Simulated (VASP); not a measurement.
# Pd (Fm-3m) in VASP: settings compared

Aim: see how the results for Pd move with the level of theory and the settings. Levels: BLYP+D4, revPBE, BLYP, PBE. Tasks: relaxation of cell and atoms, single point.

Everything below comes from runs of VASP 6.6.1. Logs are shortened: lines on timing, memory, paths and dates and some standing lists are left out, and cuts for length are marked.

**1. The cell of the first run**

Symmetry: Fm-3m, No. 225, cubic system. Conventional cell: a = 3.893 Å, b = 3.893 Å, c = 3.893 Å, α = 90.00°, β = 90.00°, γ = 90.00°. Pd (site symmetry m-3m) has 12 Pd at 2.75 Å within 3.6 Å.

**2. Relaxation of cell and atoms, BLYP+D4**

The input, INCAR:

```
SYSTEM = Pd
PREC     = Accurate       ! precision mode
ENCUT    = 600            ! plane-wave cutoff, eV
EDIFF    = 1E-6           ! SCF threshold, eV
ISMEAR   = -1             ! smearing method
SIGMA    = 0.05           ! smearing width, eV
LREAL    = .False.        ! projectors in reciprocal space
LASPH    = .True.         ! aspherical terms in the spheres
NELM     = 80             ! most SCF steps
ALGO     = Normal         ! electronic algorithm
ISIF     = 3              ! what is computed and relaxed
LWAVE    = .False.        ! write WAVECAR
LCHARG   = .False.        ! write CHGCAR
GGA      = B5             ! functional
ALDAX    = 1.0          
AGGAX    = 1.0          
AGGAC    = 1.0          
ALDAC    = 0.0          
IVDW     = 13             ! dispersion correction
VDW_S6   = 1.0          
VDW_S8   = 2.34076671   
VDW_A1   = 0.44488865   
VDW_A2   = 4.0933009    
IBRION   = 2              ! ionic algorithm
NSW      = 60             ! ionic steps
EDIFFG   = -0.01          ! ionic threshold
```

The input, KPOINTS:

```
regular mesh
0
Gamma
  12 12 12
  0 0 0
```

The input, POSCAR:

```
Pd
1.0
    0.0000000000      1.9465000000      1.9465000000
    1.9465000000      0.0000000000      1.9465000000
    1.9465000000      1.9465000000      0.0000000000
Pd
1
Direct
    0.0000000000      0.0000000000      0.0000000000
```

Potentials or basis: VASP PAW PBE potentials, release 64 (Pd).

Launch:

```bash
$ cat potpaw_PBE.64/Pd/POTCAR > POTCAR
$ mpirun -np 1 vasp_std > vasp.out
```

OUTCAR:

```text
SYSTEM = Pd
   PREC = Accurate
   ENCUT = 600
   EDIFF = 1E-6
   ISMEAR = -1
   LREAL = .False.
   LASPH = .True.
   NELM = 80
   ISIF = 3
   GGA = B5
   IVDW = 13
   IBRION = 2
   NSW = 60
   EDIFFG = -0.01

 ion  position               nearest neighbor table
   1  0.000  0.000  0.000-

  LATTYP: Found a face centered cubic cell.
 ALAT       =     3.8930000000

  Lattice vectors:

 A1 = (   0.0000000000,   1.9465000000,   1.9465000000)
 A2 = (   1.9465000000,   0.0000000000,   1.9465000000)
 A3 = (   1.9465000000,   1.9465000000,   0.0000000000)

Analysis of symmetry for initial positions (statically):
[... 33 lines left out ...]
                                     Primitive cell

  volume of cell :      14.7500

  direct lattice vectors                    reciprocal lattice vectors
     0.000000000  1.946500000  1.946500000    -0.256871307  0.256871307  0.256871307
     1.946500000  0.000000000  1.946500000     0.256871307 -0.256871307  0.256871307
     1.946500000  1.946500000  0.000000000     0.256871307  0.256871307 -0.256871307

  length of vectors
     2.752766699  2.752766699  2.752766699     0.444914156  0.444914156  0.444914156

  position of ions in fractional coordinates (direct lattice)
     0.000000000  0.000000000  0.000000000

  ion indices of the primitive-cell ions
   primitive index   ion index
                 1           1

----------------------------------------------------------------------------------------

 KPOINTS: regular mesh

Automatic generation of k-mesh.
 Grid dimensions read from file:
 generate k-points for:   12   12   12

 Generating k-lattice:

  Cartesian coordinates                     Fractional coordinates (reciprocal lattice)
    -0.021405942  0.021405942  0.021405942     0.083333333  0.000000000  0.000000000
     0.021405942 -0.021405942  0.021405942     0.000000000  0.083333333  0.000000000
     0.021405942  0.021405942 -0.021405942     0.000000000  0.000000000  0.083333333

  Length of vectors
     0.037076180  0.037076180  0.037076180

  Shift w.r.t. Gamma in fractional coordinates (k-lattice)
     0.000000000  0.000000000  0.000000000

 Subroutine IBZKPT returns following result:
 ===========================================

 Found     72 irreducible k-points:

 Following reciprocal coordinates:
            Coordinates               Weight
  0.000000  0.000000  0.000000      1.000000
  0.083333  0.000000  0.000000      8.000000
  0.166667  0.000000  0.000000      8.000000
  0.250000  0.000000  0.000000      8.000000
  0.333333  0.000000  0.000000      8.000000
  0.416667  0.000000  0.000000      8.000000
[... 16 lines left out ...]
  0.500000  0.166667  0.000000     24.000000
 -0.416667  0.166667  0.000000     24.000000
 [... further k-points ...]
   k-points           NKPTS =     72   k-points in BZ     NKDIM =     72   number of bands    NBANDS=      9
   number of dos      NEDOS =    301   number of ions     NIONS =      1
   total plane-waves  NPLWV =  13824
   dimension x,y,z NGX =    24 NGY =   24 NGZ =   24
   dimension x,y,z NGXF=    48 NGYF=   48 NGZF=   48
   ions per type =               1
   NGX,Y,Z   is equivalent  to a cutoff of  14.49, 14.49, 14.49 a.u.
   NGXF,Y,Z  is equivalent  to a cutoff of  28.99, 28.99, 28.99 a.u.
 SYSTEM =  Pd
   PREC   = accura    normal or accurate (medium, high low for compatibility)
   ISTART =      0    job   : 0-new  1-cont  2-samecut
   ICHARG =      2    charge: 1-file 2-atom 10-const
   ISPIN  =      1    spin polarized calculation?
   LNONCOLLINEAR =      F non collinear calculations
   LSORBIT =      F    spin-orbit coupling
   LASPH  =      T    aspherical Exc in radial PAW
   ENCUT  =  600.0 eV  44.10 Ry    6.64 a.u.   5.50  5.50  5.50*2*pi/ulx,y,z
   NELM   =     80;   NELMIN=  2; NELMDL= -5     # of ELM steps
   EDIFF  = 0.1E-05   stopping-criterion for ELM
   LREAL  =      F    real-space projection
   EDIFFG = -.1E-01   stopping-criterion for IOM
   NSW    =     60    number of steps for IOM
   IBRION =      2    ionic relax: 0-MD 1-quasi-New 2-CG
   NFREE  =      1    steps in history (QN), initial steepest desc. (CG)
   ISIF   =      3    stress and relaxation
   ISYM   =      2    0-nonsym 1-usesym 2-fastsym
   POTIM  = 0.5000    time-step for ionic-motion
   TEBEG  =    0.0;   TEEND  =   0.0 temperature during run
   PSTRESS=    0.0 pullay stress
   NELECT =      10.0000    total number of electrons
   NUPDOWN=      -1.0000    fix difference up-down
   EMIN   =  10.00;   EMAX   =-10.00  energy-range for DOS
   EFERMI =   0.00;   METHOD = LEGACY
   ISMEAR =    -1;   SIGMA  =   0.05  broadening in eV -4-tet -1-fermi 0-gaus
   EFERMI_NEDOS =   21; number of points for ismear=-14 and -15
   IALGO  =     38    algorithm
   IMIX   =      4    mixing-type and parameters
     AMIX     =   0.40;   BMIX     =  1.00
     AMIX_MAG =   1.60;   BMIX_MAG =  1.00
  volume/ion in A,a.u.               =      14.75        99.54
  Fermi-wavevector in a.u.,A,eV,Ry     =   1.438171  2.717748 28.141404  2.068335
  Thomas-Fermi vector in A             =   2.557167
   LORBIT       =      0    0 simple, 1 ext, 2 COOP (PROOUT), +10 PAW based schemes
   GGA     = B5    functional components
   LHFCALC =     F    Hartree Fock is set to
   AEXX    =    0.0000 exact exchange contribution
   IVDW    =    13    specifies the selected vdW correction
   LEPSILON=     F    determine dielectric tensor
   LRPA    =     F    only Hartree local field effects (RPA)
 conjugate gradient relaxation of ions
 non-spin polarized calculation
  energy-cutoff  :      600.00
  volume of cell :       14.75
 maximum number of plane-waves:       531
 NGX is ok and might be reduce to    24
   NGX = 11   NGY = 11   NGZ = 11

--------------------------------------- Ionic step        1  -------------------------------------------

 number of electron      10.0000000 magnetization

 number of electron       9.9999999 magnetization

 Free energy of the ion-electron system (eV)
  ---------------------------------------------------
  ext. energy  EPLUGINS =         0.00000000
  ---------------------------------------------------
  free energy    TOTEN  =        -4.30788164 eV

  energy without entropy =       -4.28869205  energy(sigma->0) =       -4.29828684

 E-fermi :  10.2707     XC(G=0): -12.5468

 val. band max:       10.2690481340   @ k =  -0.4167   0.4167   0.1667
 cond. band min:      10.2716106716   @ k =   0.5000   0.0833   0.0000
 fundamental gap:      0.0025625376
 Fermi energy:        10.2707142356

 k-point     1 :       0.0000    0.0000    0.0000
  band No.  band energies     occupation
      1       3.3232      2.00000
      2       7.4412      2.00000
      3       7.4412      2.00000
      4       7.4412      2.00000
      5       9.0413      2.00000
      6       9.0413      2.00000
      7      27.8091      0.00000
      8      32.4119      0.00000
      9      32.4119      0.00000
[... 390 lines left out ...]
  energy  without entropy=       -5.2505812610  energy(sigma->0) =       -5.26080983

--------------------------------------- Ionic step        4  -------------------------------------------

 number of electron      10.0000000 magnetization

 Free energy of the ion-electron system (eV)
  ---------------------------------------------------
  ext. energy  EPLUGINS =         0.00000000
  ---------------------------------------------------
  free energy    TOTEN  =        -4.36449167 eV

  energy without entropy =       -4.34406220  energy(sigma->0) =       -4.35427694

 E-fermi :   9.5368     XC(G=0): -12.2844

 val. band max:        9.5347682689   @ k =   0.5000   0.0833   0.0000
 cond. band min:       9.5387413868   @ k =  -0.3333   0.4167   0.0833
 fundamental gap:      0.0039731179
 Fermi energy:         9.5368205907

 k-point     1 :       0.0000    0.0000    0.0000
  band No.  band energies     occupation
      1       2.9176      2.00000
      2       6.9018      2.00000
      3       6.9018      2.00000
      4       6.9018      2.00000
      5       8.3905      2.00000
      6       8.3906      2.00000
      7      27.0487      0.00000
      8      31.3941      0.00000
      9      31.3941      0.00000
[... 308 lines left out ...]
  FREE ENERGIE OF THE ION-ELECTRON SYSTEM (eV)
  ---------------------------------------------------
  free  energy   TOTEN  =        -5.2710418694 eV

  energy  without entropy=       -5.2506124075  energy(sigma->0) =       -5.26082714

 reached required accuracy - stopping structural energy minimisation
```

It took 49 s on 1 thread of Intel Xeon Platinum 8259CL at 2.50GHz (Skylake/Cascade Lake), shared host; peak memory 0.15 GiB.

Results:

```yaml
Free_energy: -5.2710 eV
Relaxed_volume: 15.41 Å³/atom
Relaxed_cell: a = 2.793 Å, b = 2.793 Å, c = 2.793 Å, α = 60.00°, β = 60.00°, γ = 60.00°
Space_group_after_relaxing_to_0.05_Å: Fm-3m (No. 225)
Energy_gained_by_relaxing: 16.3 meV/atom
Ionic_steps: 4
Pressure_after_relaxing: 0.0 GPa
Band_gap_on_the_k_mesh: zero (band 5 reaches 9.82 eV, above the bottom of band 6 at 8.34 eV)
Dispersion_energy_per_atom: -0.907 eV
```

The path:
```csv
step,energy change (eV),largest force (eV/Å),pressure (GPa),volume (Å³)
1,0.0000,0.0000,8.29,14.75
2,0.0145,0.0000,-8.98,16.44
3,-0.0163,0.0000,-0.12,15.42
4,-0.0163,0.0000,0.03,15.41
```

Final structure:
```xyz
1
Lattice="0.0000 1.9751 1.9751 1.9751 0.0000 1.9751 1.9751 1.9751 0.0000" Properties=species:S:1:pos:R:3 pbc="T T T"
Pd    0.0000    0.0000    0.0000
```

Caveat: the PAW data sets were made with another functional, which shifts forces and pressure a little; pairwise dispersion overbinds metals, which lowers pressure and volume. Zero-point motion and thermal expansion aren't in these numbers.

**3. Single point, revPBE**

The input, INCAR:

```
ALGO     = Normal         # electronic algorithm
EDIFF    = 1E-6           # SCF threshold, eV
ENCUT    = 520            # plane-wave cutoff, eV
GGA      = RE             # functional
ISIF     = 2              # what is computed and relaxed
ISMEAR   = -1             # smearing method
LASPH    = True           # aspherical terms in the spheres
LCHARG   = True           # write CHGCAR
LELF     = True           # ELF
LREAL    = False          # projectors in reciprocal space
LVHAR    = True         
LWAVE    = False          # write WAVECAR
NBANDS   = 11             # bands
NELM     = 100            # most SCF steps
PREC     = Accurate       # precision mode
SIGMA    = 0.05           # smearing width, eV
```

The input, KPOINTS:

```
k-points
0
Gamma
  12 12 12
```

POSCAR is that of step 2.

Potentials or basis: VASP PAW PBE potentials, release 64 (Pd).

Launch:

```bash
$ cat potpaw_PBE.64/Pd/POTCAR > POTCAR
$ mpirun -np 1 vasp_std > vasp.out
```

It took 16 s on 1 thread of AMD EPYC 7R13, shared host; peak memory 0.1 GiB.

Results (log left out):

```yaml
Free_energy: -4.7323 eV
Pressure: 10.1 GPa
Band_gap_on_the_k_mesh: zero (band 5 reaches 10.13 eV, above the bottom of band 6 at 8.55 eV)
```

Levels at points of the mesh, in eV from the Fermi level:
```
           k point  band 2  band 3  band 4  band 5  band 6  band 7  band 8  band 9
(0.00, 0.00, 0.00)   -2.81   -2.81   -2.81   -1.21   -1.21   17.22   22.02   22.02
(0.50, 0.00, 0.00)   -2.86   -2.86   -0.01   -0.01    1.07    7.38   16.58   21.18
(0.50, 0.50, 0.00)   -5.07   -0.04    0.31    0.31    3.41   10.83   13.28   13.28
```

Caveat: the PAW data sets were made with another functional, which shifts forces and pressure a little.

**4. Single point, BLYP**

The input, INCAR:

```
SYSTEM = Pd
  AGGAC = 1.0
  AGGAX = 1.0
  ALDAC = 0.0
  ALDAX = 1.0
  ALGO = Normal
  EDIFF = 1E-7
  ENCUT = 520
  GGA = B5
  ISIF = 2
  ISMEAR = -1
  LASPH = .TRUE.
  LCHARG = .FALSE.
  LREAL = .FALSE.
  LWAVE = .FALSE.
  NBANDS = 11
  NELM = 60
  PREC = Accurate
  SIGMA = 0.05
```

The input, KPOINTS:

```
k-points
0
G
  12 12 12
  0 0 0
```

POSCAR is that of step 3.

Launch:

```bash
$ cat potpaw_PBE.64/Pd/POTCAR > POTCAR
$ mpirun -np 1 vasp_std > vasp.out
```

Wall time 23 s (1 thread of AMD EPYC 7R13, shared host); peak memory 0.1 GiB.

The run converged. Its results:

| Item | Value |
| --- | --- |
| Free energy | -4.3083 eV |
| Pressure | 18.5 GPa |
| Band gap on the k mesh | zero (band 5 reaches 10.59 eV, above the bottom of band 6 at 8.98 eV) |

Levels at points of the mesh, in eV from the Fermi level:
```tsv
k point	band 3	band 4	band 5	band 6	band 7	band 8
(0.00, 0.00, 0.00)	-2.83	-2.83	-1.23	-1.23	17.54	22.14
(0.50, 0.00, 0.00)	-2.88	-0.01	-0.01	1.30	7.38	16.93
(0.50, 0.50, 0.00)	-0.05	0.31	0.31	3.57	10.88	13.33
```

Caveat: the PAW data sets were made with another functional, which shifts forces and pressure a little.

**5. Single point, PBE**

The input, INCAR:

```
SYSTEM = Pd
ALGO = Fast ; EDIFF = 1E-6
ENCUT = 520 ; GGA = PE
ISIF = 2 ; ISMEAR = 0
LASPH = .TRUE. ; LCHARG = .TRUE.
LELF = .TRUE. ; LREAL = .FALSE.
LVHAR = .TRUE. ; LWAVE = .FALSE.
NBANDS = 11 ; NELM = 80
PREC = Accurate ; SIGMA = 0.013000000000000001
```

KPOINTS is that of step 4.

POSCAR is that of step 4.

Launch:

```bash
$ cat potpaw_PBE.64/Pd/POTCAR > POTCAR
$ mpirun -np 1 vasp_std > vasp.out
```

It took 19 s on 1 thread of AMD EPYC 7R13, shared host; peak memory 0.1 GiB.

Results (log left out):

| Item | Value |
| --- | --- |
| Free energy | -5.2074 eV |
| Pressure | 6.7 GPa |
| Band gap on the k mesh | zero (band 5 reaches 10.06 eV, above the bottom of band 6 at 8.48 eV) |

Levels at points of the mesh, in eV from the Fermi level:
```tsv
k point	band 2	band 3	band 4	band 5	band 6	band 7	band 8	band 9
(0.00, 0.00, 0.00)	-2.81	-2.81	-2.81	-1.20	-1.20	17.23	22.01	22.01
(0.50, 0.00, 0.00)	-2.86	-2.86	0.00	0.00	1.05	7.35	16.59	21.14
(0.50, 0.50, 0.00)	-5.08	-0.03	0.31	0.31	3.38	10.81	13.25	13.25
```

**6. Summary**

| task | level | cell | cutoff (eV) | smearing | gap on the mesh (eV) | pressure (GPa) |
| --- | --- | --- | --- | --- | --- | --- |
| relaxation of cell and atoms | BLYP+D4 | relaxed | 600 | fermi-dirac 0.05 eV | none | 0.0 |
| single point | revPBE | as given | 520 | fermi-dirac 0.05 eV | none | 10.1 |
| single point | BLYP | as given | 520 | fermi-dirac 0.05 eV | none | 18.5 |
| single point | PBE | as given | 520 | gaussian 0.013 eV | none | 6.7 |

Alike in all rows: potentials or basis VASP PAW PBE potentials, release 64 (Pd); no spin polarisation; k mesh 12 × 12 × 12.

Every run on the cell as given and a fine mesh finds a metal. The pressure there spans 6.7 GPa (PBE) to 18.5 GPa (BLYP); a positive pressure means that this level wants a larger cell, a negative one a smaller.

Caveats: the PAW data sets were made with another functional, which shifts forces and pressure a little (some runs); pairwise dispersion overbinds metals, which lowers pressure and volume (some runs).

Total energies depend on the potentials used, so only differences within one code and one set of settings carry meaning.
